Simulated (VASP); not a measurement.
# BN (F-43m) in VASP: further runs

Runs on BN. Level: LDA. Tasks: electric field gradients.

Program: VASP 6.6.1. These are calculated values, not measurements. Logs are shortened: lines on timing, memory, paths and dates and some standing lists are left out, and cuts for length are marked.

**1. The cell of the first run**

Symmetry: F-43m, No. 216, cubic system. The conventional cell has a = 3.627 Å, b = 3.627 Å, c = 3.627 Å, α = 90.00°, β = 90.00°, γ = 90.00°. B (site symmetry -43m) has 4 N at 1.57 Å within 2.1 Å. N (site symmetry -43m) has 4 B at 1.57 Å within 2.1 Å.

**2. Electric field gradients, LDA (volume scaled by 1.01)**

INCAR reads:

```
SYSTEM = BN
  PREC = Accurate
  ENCUT = 520
  EDIFF = 1E-8
  ISMEAR = -1
  SIGMA = 0.02
  LREAL = .False.
  LASPH = .True.
  NELM = 60
  ALGO = Normal
  ISIF = 2
  LWAVE = .False.
  LCHARG = .False.
  LEFG = .True.
  NBANDS = 11
```

KPOINTS reads:

```
Automatic mesh
0
Gamma
  11 11 11
  0 0 0
```

POSCAR reads:

```
BN
1.0
    0.0000000000      1.8135050275      1.8135050275
    1.8135050275      0.0000000000      1.8135050275
    1.8135050275      1.8135050275      0.0000000000
B N
1 1
Direct
    0.0000000000      0.0000000000      0.0000000000
    0.7500000000      0.7500000000      0.7500000000
```

Potentials or basis: VASP PAW LDA potentials, release 64 (B, N).

Run with:

```bash
$ cat potpaw_LDA.64/B/POTCAR potpaw_LDA.64/N/POTCAR > POTCAR
$ mpirun -np 1 vasp_std > vasp.out
```

OUTCAR:

```text
SYSTEM = BN
   PREC = Accurate
   ENCUT = 520
   EDIFF = 1E-8
   ISMEAR = -1
   LREAL = .False.
   LASPH = .True.
   NELM = 60
   ISIF = 2

 ion  position               nearest neighbor table
   1  0.000  0.000  0.000-   2 1.57   2 1.57   2 1.57   2 1.57
   2  0.750  0.750  0.750-   1 1.57   1 1.57   1 1.57   1 1.57

  LATTYP: Found a face centered cubic cell.
 ALAT       =     3.6270100550

  Lattice vectors:

 A1 = (   0.0000000000,   1.8135050275,   1.8135050275)
 A2 = (   1.8135050275,   0.0000000000,   1.8135050275)
 A3 = (   1.8135050275,   1.8135050275,   0.0000000000)

Analysis of symmetry for initial positions (statically):
=====================================================================
 Subroutine PRICEL returns:
 Original cell was already a primitive cell.

 Routine SETGRP: Setting up the symmetry group for a
 face centered cubic supercell.

 Subroutine GETGRP returns: Found 24 space group operations
 (whereof 24 operations were pure point group operations)
 out of a pool of 48 trial point group operations.

The static configuration has the point symmetry T_d .

Analysis of symmetry for dynamics (positions and initial velocities):
=====================================================================
 Subroutine PRICEL returns:
 Original cell was already a primitive cell.

 Routine SETGRP: Setting up the symmetry group for a
 face centered cubic supercell.

 Subroutine GETGRP returns: Found 24 space group operations
 (whereof 24 operations were pure point group operations)
 out of a pool of 48 trial point group operations.

The dynamic configuration has the point symmetry T_d .

 Subroutine INISYM returns: Found 24 space group operations
 (whereof 24 operations are pure point group operations),
 and found     1 'primitive' translations

----------------------------------------------------------------------------------------

                                     Primitive cell

  volume of cell :      11.9285

  direct lattice vectors                    reciprocal lattice vectors
     0.000000000  1.813505027  1.813505027    -0.275709189  0.275709189  0.275709189
     1.813505027  0.000000000  1.813505027     0.275709189 -0.275709189  0.275709189
     1.813505027  1.813505027  0.000000000     0.275709189  0.275709189 -0.275709189

  length of vectors
     2.564683405  2.564683405  2.564683405     0.477542323  0.477542323  0.477542323

  position of ions in fractional coordinates (direct lattice)
     0.000000000  0.000000000  0.000000000
     0.750000000  0.750000000  0.750000000

  ion indices of the primitive-cell ions
   primitive index   ion index
                 1           1
                 2           2

----------------------------------------------------------------------------------------

 KPOINTS: Automatic mesh

Automatic generation of k-mesh.
 Grid dimensions read from file:
 generate k-points for:   11   11   11

 Generating k-lattice:

  Cartesian coordinates                     Fractional coordinates (reciprocal lattice)
    -0.025064472  0.025064472  0.025064472     0.090909091  0.000000000  0.000000000
     0.025064472 -0.025064472  0.025064472     0.000000000  0.090909091  0.000000000
     0.025064472  0.025064472 -0.025064472     0.000000000  0.000000000  0.090909091

  Length of vectors
     0.043412938  0.043412938  0.043412938

  Shift w.r.t. Gamma in fractional coordinates (k-lattice)
     0.000000000  0.000000000  0.000000000

 Subroutine IBZKPT returns following result:
 ===========================================

 Found     56 irreducible k-points:

 Following reciprocal coordinates:
            Coordinates               Weight
  0.000000  0.000000  0.000000      1.000000
  0.090909  0.000000  0.000000      8.000000
  0.181818  0.000000  0.000000      8.000000
  0.272727  0.000000  0.000000      8.000000
  0.363636  0.000000  0.000000      8.000000
  0.454545  0.000000  0.000000      8.000000
[... 16 lines left out ...]
 -0.272727  0.181818  0.000000     24.000000
 -0.181818  0.181818  0.000000     12.000000
 [... further k-points ...]
   k-points           NKPTS =     56   k-points in BZ     NKDIM =     56   number of bands    NBANDS=     11
   number of dos      NEDOS =    301   number of ions     NIONS =      2
   total plane-waves  NPLWV =   8000
   dimension x,y,z NGX =    20 NGY =   20 NGZ =   20
   dimension x,y,z NGXF=    40 NGYF=   40 NGZF=   40
   ions per type =               1   1
   NGX,Y,Z   is equivalent  to a cutoff of  12.96, 12.96, 12.96 a.u.
   NGXF,Y,Z  is equivalent  to a cutoff of  25.93, 25.93, 25.93 a.u.
 SYSTEM =  BN
   PREC   = accura    normal or accurate (medium, high low for compatibility)
   ISTART =      0    job   : 0-new  1-cont  2-samecut
   ICHARG =      2    charge: 1-file 2-atom 10-const
   ISPIN  =      1    spin polarized calculation?
   LNONCOLLINEAR =      F non collinear calculations
   LSORBIT =      F    spin-orbit coupling
   LASPH  =      T    aspherical Exc in radial PAW
   ENCUT  =  520.0 eV  38.22 Ry    6.18 a.u.   4.77  4.77  4.77*2*pi/ulx,y,z
   NELM   =     60;   NELMIN=  2; NELMDL= -5     # of ELM steps
   EDIFF  = 0.1E-07   stopping-criterion for ELM
   LREAL  =      F    real-space projection
   EDIFFG = 0.1E-06   stopping-criterion for IOM
   NSW    =      0    number of steps for IOM
   IBRION =     -1    ionic relax: 0-MD 1-quasi-New 2-CG
   NFREE  =      0    steps in history (QN), initial steepest desc. (CG)
   ISIF   =      2    stress and relaxation
   ISYM   =      2    0-nonsym 1-usesym 2-fastsym
   POTIM  = 0.5000    time-step for ionic-motion
   TEBEG  =    0.0;   TEEND  =   0.0 temperature during run
   PSTRESS=    0.0 pullay stress
   NELECT =       8.0000    total number of electrons
   NUPDOWN=      -1.0000    fix difference up-down
   EMIN   =  10.00;   EMAX   =-10.00  energy-range for DOS
   EFERMI =   0.00;   METHOD = LEGACY
   ISMEAR =    -1;   SIGMA  =   0.02  broadening in eV -4-tet -1-fermi 0-gaus
   EFERMI_NEDOS =   21; number of points for ismear=-14 and -15
   IALGO  =     38    algorithm
   IMIX   =      4    mixing-type and parameters
     AMIX     =   0.40;   BMIX     =  1.00
     AMIX_MAG =   1.60;   BMIX_MAG =  1.00
  volume/ion in A,a.u.               =       5.96        40.25
  Fermi-wavevector in a.u.,A,eV,Ry     =   1.432989  2.707956 27.938969  2.053456
  Thomas-Fermi vector in A             =   2.552556
   LORBIT       =      0    0 simple, 1 ext, 2 COOP (PROOUT), +10 PAW based schemes
   GGA     = CA    functional components
   LHFCALC =     F    Hartree Fock is set to
   AEXX    =    0.0000 exact exchange contribution
   IVDW    =     0    specifies the selected vdW correction
   LEPSILON=     F    determine dielectric tensor
   LRPA    =     F    only Hartree local field effects (RPA)
 non-spin polarized calculation
  energy-cutoff  :      520.00
  volume of cell :       11.93
 maximum number of plane-waves:       331
   NGX =  9   NGY =  9   NGZ =  9

 number of electron       8.0000001 magnetization

 Free energy of the ion-electron system (eV)
  ---------------------------------------------------
  ext. energy  EPLUGINS =         0.00000000
  ---------------------------------------------------
  free energy    TOTEN  =       -19.39596315 eV

  energy without entropy =      -19.39596315  energy(sigma->0) =      -19.39596315

 E-fermi :   7.6363     XC(G=0): -13.0570

 val. band max:        7.2650886668   @ k =   0.0000   0.0000   0.0000
 cond. band min:      11.6999409081   @ k =   0.4545   0.4545   0.0000
 fundamental gap:      4.4348522412
 Fermi energy:         7.6362761541

 k-point     1 :       0.0000    0.0000    0.0000
  band No.  band energies     occupation
      1     -12.6921      2.00000
      2       7.2651      2.00000
      3       7.2651      2.00000
      4       7.2651      2.00000
      5      15.9013      0.00000
      6      15.9013      0.00000
      7      15.9013      0.00000
      8      17.5445      0.00000
      9      31.5677      0.00000
     10      34.9304      0.00000
     11      34.9304      0.00000

 k-point     2 :       0.0909    0.0000    0.0000
  band No.  band energies     occupation
      1     -12.4920      2.00000
      2       6.2104      2.00000
      3       7.0529      2.00000
      4       7.0529      2.00000
      5      16.1504      0.00000
      6      16.2204      0.00000
      7      16.2204      0.00000
      8      18.1802      0.00000
      9      31.2955      0.00000
     10      32.4261      0.00000
     11      32.4261      0.00000
[... 295 lines left out ...]
 k-point    24 :      -0.1818    0.1818    0.0000
  band No.  band energies     occupation
      1     -10.6373      2.00000
      2       1.7891      2.00000
      3       3.5341      2.00000
      4       6.2256      2.00000
      5      17.6562      0.00000
      6      17.7575      0.00000
      7      18.1362      0.00000
      8      20.5587      0.00000
      9      28.3329      0.00000
     10      29.1491      0.00000
     11      33.6591      0.00000

 [... further k-points ...]
[... 5 lines left out ...]
  --------------------------------------------------------------------------------------
  -------------------------------------------------------------------------------------
  Total       -1.0173058     -1.0173058     -1.0173058      0.0000000      0.0000000      0.0000000
  in kB     -136.6393573   -136.6393573   -136.6393573      0.0000000      0.0000000      0.0000000
  external PRESSURE =    -136.6393573 kB  Pullay stress =       0.0000000 kB

 VOLUME and BASIS-vectors are now :
 -----------------------------------------------------------------------------
  energy-cutoff  :      520.00
  volume of cell :       11.93
      direct lattice vectors                 reciprocal lattice vectors
     0.000000000  1.813505027  1.813505027    -0.275709189  0.275709189  0.275709189
     1.813505027  0.000000000  1.813505027     0.275709189 -0.275709189  0.275709189
     1.813505027  1.813505027  0.000000000     0.275709189  0.275709189 -0.275709189

 POSITION                                       TOTAL-FORCE (eV/Angst)
 -----------------------------------------------------------------------------------
      0.00000      0.00000      0.00000        -0.000000     -0.000000      0.000000
      2.72026      2.72026      2.72026         0.000000      0.000000     -0.000000
 -----------------------------------------------------------------------------------
    total drift:                                0.000000      0.000000      0.000000

  FREE ENERGIE OF THE ION-ELECTRON SYSTEM (eV)
  ---------------------------------------------------
  free  energy   TOTEN  =       -19.3959631496 eV

  energy  without entropy=      -19.3959631495  energy(sigma->0) =      -19.39596315

 Electric field gradients (V/A^2)
---------------------------------------------------------------------
 ion       V_xx      V_yy      V_zz      V_xy      V_xz      V_yz
---------------------------------------------------------------------
   1      -0.000    -0.000    -0.000     0.000     0.000     0.000
   2      -0.000    -0.000    -0.000    -0.000    -0.000    -0.000
---------------------------------------------------------------------

 Electric field gradients after diagonalization (V/A^2)
 (convention: |V_zz| > |V_xx| > |V_yy|)
----------------------------------------------------------------------
 ion       V_xx      V_yy      V_zz     asymmetry (V_yy - V_xx)/ V_zz
----------------------------------------------------------------------
   1      -0.000    -0.000     0.000       0.000
   2       0.000     0.000    -0.001       0.000
----------------------------------------------------------------------

           NMR quadrupolar parameters

 Cq : quadrupolar parameter    Cq=e*Q*V_zz/h
 eta: asymmetry parameters     (V_yy - V_xx)/ V_zz
 Q  : nuclear electric quadrupole moment in mb (millibarn)
----------------------------------------------------------------------
 ion       Cq(MHz)       eta       Q (mb)
----------------------------------------------------------------------
   1       0.000       0.000       1.000
   2      -0.000       0.000       1.000
----------------------------------------------------------------------
```

Run time: 4.4 s. Hardware: 1 thread of Intel Xeon 6975P-C (Granite Rapids), shared host; peak memory 0.11 GiB.

Results:

```yaml
Free_energy: -19.3960 eV
Pressure: -13.7 GPa
Band_gap_on_the_k_mesh: 4.43 eV, indirect (least direct gap 8.64 eV)
```

Caveat: without QUAD_EFG the Cq values of the log hold for a quadrupole moment of 1 mb, not for the nuclei. A k mesh can miss the band edges.

**3. Electric field gradients, LDA (volume scaled by 1.01)**

INCAR reads:

```
PREC     = Accurate       # precision mode
ENCUT    = 520            # plane-wave cutoff, eV
EDIFF    = 1E-8           # SCF threshold, eV
ISMEAR   = -1             # smearing method
SIGMA    = 0.02           # smearing width, eV
LREAL    = False          # projectors in reciprocal space
LASPH    = True           # aspherical terms in the spheres
NELM     = 60             # most SCF steps
ALGO     = Normal         # electronic algorithm
ISIF     = 2              # what is computed and relaxed
LWAVE    = False          # write WAVECAR
LCHARG   = False          # write CHGCAR
LEFG     = True         
NBANDS   = 11             # bands
```

KPOINTS reads:

```
Automatic mesh
0
Gamma
  11 11 11
```

POSCAR is that of step 2.

Potentials or basis: VASP PAW LDA potentials, release 64 (B, N).

Run with:

```bash
$ cat potpaw_LDA.64/B/POTCAR potpaw_LDA.64/N/POTCAR > POTCAR
$ mpirun -np 1 vasp_std > vasp.out
```

OUTCAR:

```text
PREC = Accurate
   ENCUT = 520
   EDIFF = 1E-8
   ISMEAR = -1
   LREAL = False
   LASPH = True
   NELM = 60
   ISIF = 2

 ion  position               nearest neighbor table
   1  0.000  0.000  0.000-   2 1.57   2 1.57   2 1.57   2 1.57
   2  0.750  0.750  0.750-   1 1.57   1 1.57   1 1.57   1 1.57

  LATTYP: Found a face centered cubic cell.
 ALAT       =     3.6270100550

  Lattice vectors:

 A1 = (   0.0000000000,   1.8135050275,   1.8135050275)
 A2 = (   1.8135050275,   0.0000000000,   1.8135050275)
 A3 = (   1.8135050275,   1.8135050275,   0.0000000000)

Analysis of symmetry for initial positions (statically):
=====================================================================
 Subroutine PRICEL returns:
 Original cell was already a primitive cell.

 Routine SETGRP: Setting up the symmetry group for a
 face centered cubic supercell.

 Subroutine GETGRP returns: Found 24 space group operations
 (whereof 24 operations were pure point group operations)
[... 522 lines left out ...]
      direct lattice vectors                 reciprocal lattice vectors
     0.000000000  1.813505027  1.813505027    -0.275709189  0.275709189  0.275709189
     1.813505027  0.000000000  1.813505027     0.275709189 -0.275709189  0.275709189
     1.813505027  1.813505027  0.000000000     0.275709189  0.275709189 -0.275709189

 POSITION                                       TOTAL-FORCE (eV/Angst)
 -----------------------------------------------------------------------------------
      0.00000      0.00000      0.00000        -0.000000     -0.000000      0.000000
      2.72026      2.72026      2.72026         0.000000      0.000000     -0.000000
 -----------------------------------------------------------------------------------
    total drift:                                0.000000      0.000000      0.000000

  FREE ENERGIE OF THE ION-ELECTRON SYSTEM (eV)
  ---------------------------------------------------
  free  energy   TOTEN  =       -19.3959631496 eV

  energy  without entropy=      -19.3959631495  energy(sigma->0) =      -19.39596315

 Electric field gradients (V/A^2)
---------------------------------------------------------------------
 ion       V_xx      V_yy      V_zz      V_xy      V_xz      V_yz
---------------------------------------------------------------------
   1      -0.000    -0.000    -0.000     0.000     0.000     0.000
   2      -0.000    -0.000    -0.000    -0.000    -0.000    -0.000
---------------------------------------------------------------------

 Electric field gradients after diagonalization (V/A^2)
 (convention: |V_zz| > |V_xx| > |V_yy|)
----------------------------------------------------------------------
 ion       V_xx      V_yy      V_zz     asymmetry (V_yy - V_xx)/ V_zz
----------------------------------------------------------------------
   1      -0.000    -0.000     0.000       0.000
   2       0.000     0.000    -0.001       0.000
----------------------------------------------------------------------

           NMR quadrupolar parameters

 Cq : quadrupolar parameter    Cq=e*Q*V_zz/h
 eta: asymmetry parameters     (V_yy - V_xx)/ V_zz
 Q  : nuclear electric quadrupole moment in mb (millibarn)
----------------------------------------------------------------------
 ion       Cq(MHz)       eta       Q (mb)
----------------------------------------------------------------------
   1       0.000       0.000       1.000
   2      -0.000       0.000       1.000
----------------------------------------------------------------------
```

OSZICAR:

```text
N       E                     dE             d eps       ncg     rms          rms(c)
DAV:   1     0.833989080224E+01    0.83399E+01   -0.49781E+03  1256   0.720E+02
DAV:   2    -0.200159810779E+02   -0.28356E+02   -0.27428E+02  1442   0.151E+02
DAV:   3    -0.205078125124E+02   -0.49183E+00   -0.49079E+00  1472   0.167E+01
DAV:   4    -0.205083587642E+02   -0.54625E-03   -0.54624E-03  1316   0.681E-01
DAV:   5    -0.205083592576E+02   -0.49341E-06   -0.49336E-06  1433   0.201E-02    0.645E+00
DAV:   6    -0.195321467923E+02    0.97621E+00   -0.32704E+00  1232   0.101E+01    0.305E+00
DAV:   7    -0.194275341321E+02    0.10461E+00   -0.77488E-02  1406   0.229E+00    0.176E+00
DAV:   8    -0.193961361855E+02    0.31398E-01   -0.43879E-02  1364   0.142E+00    0.171E-01
DAV:   9    -0.193959792660E+02    0.15692E-03   -0.93688E-04  1340   0.260E-01    0.816E-02
DAV:  10    -0.193959627009E+02    0.16565E-04   -0.48102E-05  1391   0.635E-02    0.144E-02
DAV:  11    -0.193959631859E+02   -0.48499E-06   -0.11837E-06  1367   0.768E-03    0.636E-03
DAV:  12    -0.193959631487E+02    0.37227E-07   -0.36788E-07  1355   0.346E-03    0.152E-04
DAV:  13    -0.193959631496E+02   -0.86857E-09   -0.53805E-09   709   0.675E-04
   1 F= -.19395963E+02 E0= -.19395963E+02  d E =-.153555E-10
```

stdout:

```text
POSCAR found type information on POSCAR B N
 POSCAR found :  2 types and       2 ions
 scaLAPACK will be used
 LDA part: xc-table for (Slater(with rela. corr.)+CA(PZ))
 , standard interpolation
 POSCAR, INCAR and KPOINTS ok, starting setup
 FFT: planning ... GRIDC
 FFT: planning ... GRID_SOFT
 FFT: planning ... GRID
 WAVECAR not read
 entering main loop
ion   1

ion   2
```

Wall time 3.8 s (1 thread of Intel Xeon 6975P-C (Granite Rapids), shared host); peak memory 0.11 GiB.

What came out:

```
Free energy            : -19.3960 eV
Pressure               : -13.7 GPa
Band gap on the k mesh : 4.43 eV, indirect (least direct gap 8.64 eV)
```

Levels at points of the mesh, in eV from the valence-band top:
```csv
k point,band 1,band 2,band 3,band 4,band 5,band 6,band 7,band 8
"(0.00, 0.00, 0.00)",-19.96,0.00,0.00,0.00,8.64,8.64,8.64,10.28
```

Caveat: without QUAD_EFG the Cq values of the log hold for a quadrupole moment of 1 mb, not for the nuclei.

[end of part 1 of 2]
